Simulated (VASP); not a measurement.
KI: single point with PBEsol

The system is KI.

```xyz
2
Lattice="0.0175 3.5112 3.5112 3.5112 0.0175 3.5112 3.5112 3.5112 0.0175" Properties=species:S:1:pos:R:3 pbc="T T T"
K     0.0000    0.0000    0.0000
I     3.5200    3.5200    3.5200
```

This cell differs from its parent crystal: equal xy, yz and zx engineering shears of +0.5 %.

```json
{
  "Program": "VASP 6.6.1",
  "Task": "single point",
  "Functional": "PBEsol",
  "Potentials or basis": "VASP PAW PBE potentials, release 64 (K_sv, I)",
  "Cutoff": "520 eV",
  "k mesh": "6 × 6 × 6",
  "Occupations": "gaussian, width 0.01 eV",
  "Spin": "non-collinear spin, zero start, spin-orbit coupling",
  "Starting moments": "[[0.0, 0.0, 0.0], [0.0, 0.0, 0.0]] μB",
  "Dipole correction": "no",
  "Further INCAR settings": "ALGO = Normal; EDIFF = 1e-06; NBANDS = 28"
}
```

```yaml
Pressure: 0.1 GPa
Net_moment: 0.00 μB per cell
Valence_electrons_inside_the_program's_atomic_spheres: K 7.55; I 4.34
```

Moments on the atoms (μB; x, y, z):
```
K   0.00 0.00 0.00
I   0.00 0.00 0.00
```

Wall time 99 s on 1 thread of AMD EPYC 9R45 96-Core Processor (Zen 5), with other jobs on the host, peak memory 0.5 GiB.

Caveat: the cell differs from its parent crystal (equal xy, yz and zx engineering shears of +0.5 %); the PAW data sets were made with another functional, which shifts forces and pressure a little.
